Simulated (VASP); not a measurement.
# AlN (Cm) in VASP: notebook

AlN is run at these levels: PBEsol; tasks: single point.

Everything below comes from runs of VASP 6.6.1. Logs are shortened: lines on timing, memory, paths and dates and some standing lists are left out, and cuts for length are marked.

## Step 1: The cell of the first run

The structure is monoclinic, space group Cm (No. 8). Conventional cell: a = 6.190 Å, b = 6.190 Å, c = 4.377 Å, α = 90.00°, β = 90.00°, γ = 90.00°. Within 1.9 Å of Al (site symmetry m) lie 2 N at 1.42 to 1.89 Å. Al (site symmetry 1) has 4 N at 1.90 Å within 2.5 Å. Al (site symmetry m) has 4 N at 1.90 Å within 2.5 Å. N (site symmetry m) has 4 Al at 1.42 to 1.90 Å within 1.9 Å. N (site symmetry 1) has 4 Al at 1.90 to 2.24 Å within 2.5 Å. Within 2.5 Å of N (site symmetry m) lie 4 Al at 1.89 to 1.90 Å.

## Step 2: Single point, PBEsol (atom 1 (Al) moved by -0.252 Å along [1 1 0] and +0.504 Å along [0 0 1])

The input, INCAR:

```
PREC     = Accurate       # precision mode
ENCUT    = 520            # plane-wave cutoff, eV
EDIFF    = 1E-6           # SCF threshold, eV
ISMEAR   = 0              # smearing method
SIGMA    = 0.05           # smearing width, eV
LREAL    = F              # projectors in reciprocal space
LASPH    = T              # aspherical terms in the spheres
NELM     = 80             # most SCF steps
ALGO     = Normal         # electronic algorithm
ISIF     = 2              # what is computed and relaxed
LWAVE    = F              # write WAVECAR
LCHARG   = F              # write CHGCAR
GGA      = PS             # functional
NBANDS   = 26             # bands
```

The input, KPOINTS:

```
regular mesh
0
Gamma
  6 6 6
```

The input, POSCAR:

```
AlN
1.0
    4.3771405283      0.0000000000      0.0000000000
    0.0000000000     -4.3771405283      0.0000000000
    0.0000000000      0.0000000000     -4.3771405283
Al N
4 4
Direct
   -0.0407094330     -0.1151436644     -0.0407094330
    0.5000000000      0.5000000000      0.0000000000
    0.5000000000      0.0000000000      0.5000000000
    0.0000000000      0.5000000000      0.5000000000
    0.7500000000      0.7500000000      0.7500000000
    0.2500000000      0.2500000000      0.7500000000
    0.2500000000      0.7500000000      0.2500000000
    0.7500000000      0.2500000000      0.2500000000
```

Potentials or basis: VASP PAW PBE potentials, release 64 (Al, N).

Launch:

```
$ cat potpaw_PBE.64/Al/POTCAR potpaw_PBE.64/N/POTCAR > POTCAR
$ mpirun -np 1 vasp_std > vasp.out
```

OUTCAR:

```text
PREC = Accurate
   ENCUT = 520
   EDIFF = 1E-6
   ISMEAR = 0
   LREAL = F
   LASPH = T
   NELM = 80
   ISIF = 2
   GGA = PS

 ion  position               nearest neighbor table
   1  0.959  0.885  0.959-   5 1.42   7 1.89   6 2.24   8 2.24   2 2.63   4 2.63   3 2.89   4 2.91
                             2 2.91   3 3.15   3 3.15
   2  0.500  0.500  0.000-   5 1.90   6 1.90   7 1.90   8 1.90   1 2.63   1 2.91   4 3.10   3 3.10
                             4 3.10   3 3.10   3 3.10   3 3.10   4 3.10   4 3.10
   3  0.500  0.000  0.500-   5 1.90   6 1.90   7 1.90   8 1.90   1 2.89   2 3.10   4 3.10   2 3.10
                             2 3.10   4 3.10   2 3.10   4 3.10   4 3.10   1 3.15   1 3.15
   4  0.000  0.500  0.500-   5 1.90   6 1.90   7 1.90   8 1.90   1 2.63   1 2.91   3 3.10   2 3.10
                             2 3.10   3 3.10   2 3.10   3 3.10   2 3.10   3 3.10
   5  0.750  0.750  0.750-   1 1.42   2 1.90   3 1.90   4 1.90
   6  0.250  0.250  0.750-   2 1.90   3 1.90   4 1.90   1 2.24
   7  0.250  0.750  0.250-   1 1.89   2 1.90   3 1.90   4 1.90
   8  0.750  0.250  0.250-   2 1.90   3 1.90   4 1.90   1 2.24

  LATTYP: Found a simple cubic cell.
 ALAT       =     4.3771405283

  Lattice vectors:

 A1 = (   4.3771405283,   0.0000000000,   0.0000000000)
 A2 = (   0.0000000000,  -4.3771405283,   0.0000000000)
 A3 = (   0.0000000000,   0.0000000000,  -4.3771405283)

Analysis of symmetry for initial positions (statically):
=====================================================================
 Subroutine PRICEL returns:
 Original cell was already a primitive cell.

 Routine SETGRP: Setting up the symmetry group for a
 simple cubic supercell.

 Subroutine GETGRP returns: Found  2 space group operations
 (whereof  2 operations were pure point group operations)
 out of a pool of 48 trial point group operations.

The static configuration has the point symmetry C_1h.

Analysis of symmetry for dynamics (positions and initial velocities):
=====================================================================
 Subroutine PRICEL returns:
 Original cell was already a primitive cell.

 Routine SETGRP: Setting up the symmetry group for a
 simple cubic supercell.

 Subroutine GETGRP returns: Found  2 space group operations
 (whereof  2 operations were pure point group operations)
 out of a pool of 48 trial point group operations.

The dynamic configuration has the point symmetry C_1h.

 Subroutine INISYM returns: Found  2 space group operations
 (whereof  2 operations are pure point group operations),
 and found     1 'primitive' translations

----------------------------------------------------------------------------------------

                                     Primitive cell

  volume of cell :      83.8632

  direct lattice vectors                    reciprocal lattice vectors
     4.377140528  0.000000000  0.000000000     0.228459652  0.000000000  0.000000000
     0.000000000 -4.377140528  0.000000000     0.000000000 -0.228459652  0.000000000
     0.000000000  0.000000000 -4.377140528     0.000000000  0.000000000 -0.228459652

  length of vectors
     4.377140528  4.377140528  4.377140528     0.228459652  0.228459652  0.228459652

  position of ions in fractional coordinates (direct lattice)
     0.959290567  0.884856336  0.959290567
     0.500000000  0.500000000  0.000000000
     0.500000000  0.000000000  0.500000000
     0.000000000  0.500000000  0.500000000
     0.750000000  0.750000000  0.750000000
     0.250000000  0.250000000  0.750000000
     0.250000000  0.750000000  0.250000000
     0.750000000  0.250000000  0.250000000

  ion indices of the primitive-cell ions
   primitive index   ion index
                 1           1
                 2           2
                 3           3
                 4           4
                 5           5
                 6           6
                 7           7
                 8           8

----------------------------------------------------------------------------------------

 KPOINTS: regular mesh

Automatic generation of k-mesh.
 Grid dimensions read from file:
 generate k-points for:    6    6    6

 Generating k-lattice:

  Cartesian coordinates                     Fractional coordinates (reciprocal lattice)
     0.038076609  0.000000000  0.000000000     0.166666667  0.000000000  0.000000000
     0.000000000 -0.038076609  0.000000000     0.000000000  0.166666667  0.000000000
     0.000000000  0.000000000 -0.038076609     0.000000000  0.000000000  0.166666667

  Length of vectors
     0.038076609  0.038076609  0.038076609

  Shift w.r.t. Gamma in fractional coordinates (k-lattice)
     0.000000000  0.000000000  0.000000000

 Subroutine IBZKPT returns following result:
 ===========================================

 Found     68 irreducible k-points:

 Following reciprocal coordinates:
            Coordinates               Weight
  0.000000  0.000000  0.000000      1.000000
  0.166667  0.000000  0.000000      4.000000
  0.000000  0.166667  0.000000      2.000000
  0.333333  0.000000  0.000000      4.000000
  0.000000  0.333333  0.000000      2.000000
  0.500000  0.000000  0.000000      2.000000
[... 16 lines left out ...]
 -0.333333  0.333333  0.000000      4.000000
 -0.333333  0.000000  0.333333      2.000000
 [... further k-points ...]
   k-points           NKPTS =     68   k-points in BZ     NKDIM =     68   number of bands    NBANDS=     26
   number of dos      NEDOS =    301   number of ions     NIONS =      8
   total plane-waves  NPLWV =  46656
   dimension x,y,z NGX =    36 NGY =   36 NGZ =   36
   dimension x,y,z NGXF=    72 NGYF=   72 NGZF=   72
   ions per type =               4   4
   NGX,Y,Z   is equivalent  to a cutoff of  13.67, 13.67, 13.67 a.u.
   NGXF,Y,Z  is equivalent  to a cutoff of  27.35, 27.35, 27.35 a.u.
 SYSTEM =  unknown system
   PREC   = accura    normal or accurate (medium, high low for compatibility)
   ISTART =      0    job   : 0-new  1-cont  2-samecut
   ICHARG =      2    charge: 1-file 2-atom 10-const
   ISPIN  =      1    spin polarized calculation?
   LNONCOLLINEAR =      F non collinear calculations
   LSORBIT =      F    spin-orbit coupling
   LASPH  =      T    aspherical Exc in radial PAW
   ENCUT  =  520.0 eV  38.22 Ry    6.18 a.u.   8.14  8.14  8.14*2*pi/ulx,y,z
   NELM   =     80;   NELMIN=  2; NELMDL= -5     # of ELM steps
   EDIFF  = 0.1E-05   stopping-criterion for ELM
   LREAL  =      F    real-space projection
   EDIFFG = 0.1E-04   stopping-criterion for IOM
   NSW    =      0    number of steps for IOM
   IBRION =     -1    ionic relax: 0-MD 1-quasi-New 2-CG
   NFREE  =      0    steps in history (QN), initial steepest desc. (CG)
   ISIF   =      2    stress and relaxation
   ISYM   =      2    0-nonsym 1-usesym 2-fastsym
   POTIM  = 0.5000    time-step for ionic-motion
   TEBEG  =    0.0;   TEEND  =   0.0 temperature during run
   PSTRESS=    0.0 pullay stress
   NELECT =      32.0000    total number of electrons
   NUPDOWN=      -1.0000    fix difference up-down
   EMIN   =  10.00;   EMAX   =-10.00  energy-range for DOS
   EFERMI =   0.00;   METHOD = LEGACY
   ISMEAR =     0;   SIGMA  =   0.05  broadening in eV -4-tet -1-fermi 0-gaus
   EFERMI_NEDOS =   21; number of points for ismear=-14 and -15
   IALGO  =     38    algorithm
   IMIX   =      4    mixing-type and parameters
     AMIX     =   0.40;   BMIX     =  1.00
     AMIX_MAG =   1.60;   BMIX_MAG =  1.00
  volume/ion in A,a.u.               =      10.48        70.74
  Fermi-wavevector in a.u.,A,eV,Ry     =   1.187411  2.243881 19.183459  1.409944
  Thomas-Fermi vector in A             =   2.323563
   LORBIT       =      0    0 simple, 1 ext, 2 COOP (PROOUT), +10 PAW based schemes
   GGA     = PS    functional components
   LHFCALC =     F    Hartree Fock is set to
   AEXX    =    0.0000 exact exchange contribution
   IVDW    =     0    specifies the selected vdW correction
   LEPSILON=     F    determine dielectric tensor
   LRPA    =     F    only Hartree local field effects (RPA)
 non-spin polarized calculation
 Gauss-broadening in eV      SIGMA  =   0.05
  energy-cutoff  :      520.00
  volume of cell :       83.86
 maximum number of plane-waves:      2301
 NGX is ok and might be reduce to    36
   NGX = 17   NGY = 17   NGZ = 17

 number of electron      31.9999992 magnetization

 Free energy of the ion-electron system (eV)
  ---------------------------------------------------
  ext. energy  EPLUGINS =         0.00000000
  ---------------------------------------------------
  free energy    TOTEN  =       -57.64924642 eV

  energy without entropy =      -57.64924642  energy(sigma->0) =      -57.64924642

 E-fermi :   6.8564     XC(G=0): -11.0838

 val. band max:        6.6097722620   @ k =   0.5000   0.5000   0.5000
 cond. band min:       7.9046801732   @ k =   0.0000   0.0000   0.0000
 fundamental gap:      1.2949079112
 Fermi energy:         6.8563958450

 k-point     1 :       0.0000    0.0000    0.0000
  band No.  band energies     occupation
      1      -9.6381      2.00000
      2      -7.3129      2.00000
      3      -6.1491      2.00000
      4      -5.6963      2.00000
      5       0.3443      2.00000
      6       0.4114      2.00000
[... 18 lines left out ...]
     25      18.2392      0.00000
     26      18.2713      0.00000

 k-point     2 :       0.1667    0.0000    0.0000
  band No.  band energies     occupation
      1      -9.5340      2.00000
      2      -7.3953      2.00000
      3      -6.1531      2.00000
      4      -5.8047      2.00000
      5       0.4940      2.00000
      6       0.6054      2.00000
[... 18 lines left out ...]
     25      17.9400      0.00000
     26      18.7568      0.00000

 k-point     3 :       0.0000    0.1667    0.0000
  band No.  band energies     occupation
      1      -9.5491      2.00000
      2      -7.3023      2.00000
      3      -6.3534      2.00000
      4      -5.6770      2.00000
      5       0.5187      2.00000
      6       0.5270      2.00000
[... 572 lines left out ...]
 k-point    23 :      -0.3333    0.3333    0.0000
  band No.  band energies     occupation
      1      -9.0608      2.00000
      2      -7.4411      2.00000
      3      -6.6121      2.00000
      4      -6.0129      2.00000
      5       0.6659      2.00000
      6       1.0712      2.00000
[... 18 lines left out ...]
     25      16.3122      0.00000
     26      16.5658      0.00000

 k-point    24 :      -0.3333    0.0000    0.3333
  band No.  band energies     occupation
      1      -9.0268      2.00000
      2      -7.5352      2.00000
      3      -6.3535      2.00000
      4      -6.2386      2.00000
      5       0.5624      2.00000
      6       0.8019      2.00000
[... 18 lines left out ...]
     25      16.6844      0.00000
     26      16.8946      0.00000

 [... further k-points ...]
[... 5 lines left out ...]
  --------------------------------------------------------------------------------------
  -------------------------------------------------------------------------------------
  Total       11.8201334      1.5513053     11.8201334     -7.2455299      7.2455298    -11.2205061
  in kB      225.8195258     29.6371467    225.8195258   -138.4233210    138.4233195   -214.3638549
  external PRESSURE =     160.4253994 kB  Pullay stress =       0.0000000 kB

 VOLUME and BASIS-vectors are now :
 -----------------------------------------------------------------------------
  energy-cutoff  :      520.00
  volume of cell :       83.86
      direct lattice vectors                 reciprocal lattice vectors
     4.377140528  0.000000000  0.000000000     0.228459652  0.000000000  0.000000000
     0.000000000 -4.377140528  0.000000000     0.000000000 -0.228459652  0.000000000
     0.000000000  0.000000000 -4.377140528     0.000000000  0.000000000 -0.228459652

 POSITION                                       TOTAL-FORCE (eV/Angst)
 -----------------------------------------------------------------------------------
      4.19895     -3.87314     -4.19895        14.449221    -13.479222    -14.449221
      2.18857     -2.18857      0.00000        -0.978187      2.251124     -0.478142
      2.18857      0.00000     -2.18857        -0.702931     -1.404079      0.702931
      0.00000     -2.18857     -2.18857         0.478142      2.251124      0.978187
      3.28286     -3.28286     -3.28286       -12.509844      8.559677     12.509844
      1.09429     -1.09429     -3.28286        -0.424927      0.634068      0.002058
      1.09429     -3.28286     -1.09429        -0.309416      0.553241      0.309416
      3.28286     -1.09429     -1.09429        -0.002058      0.634068      0.424927
 -----------------------------------------------------------------------------------
    total drift:                                0.000657     -0.000124     -0.000657

  FREE ENERGIE OF THE ION-ELECTRON SYSTEM (eV)
  ---------------------------------------------------
  free  energy   TOTEN  =       -57.6492464216 eV

  energy  without entropy=      -57.6492464216  energy(sigma->0) =      -57.64924642
```

It took 87 s on 1 thread of Intel Xeon Platinum 8488C (Sapphire Rapids), shared host; peak memory 0.26 GiB.

Results:

```
Free energy            : -57.6492 eV
Pressure               : 16.0 GPa
Largest force          : 24.480 eV/Å
Band gap on the k mesh : 1.29 eV, indirect (least direct gap 1.41 eV)
```

Forces on the atoms (eV/Å):
```
Al   14.449 -13.479 -14.449
Al   -0.978   2.251  -0.478
Al   -0.703  -1.404   0.703
Al    0.478   2.251   0.978
N   -12.510   8.560  12.510
N    -0.425   0.634   0.002
N    -0.309   0.553   0.309
N    -0.002   0.634   0.425
```

Caveat: the cell differs from its parent crystal (atom 1 (Al) moved by -0.252 Å along [1 1 0] and +0.504 Å along [0 0 1]); the PAW data sets were made with another functional, which shifts forces and pressure a little. A k mesh can miss the band edges.

[end of part 1 of 2]
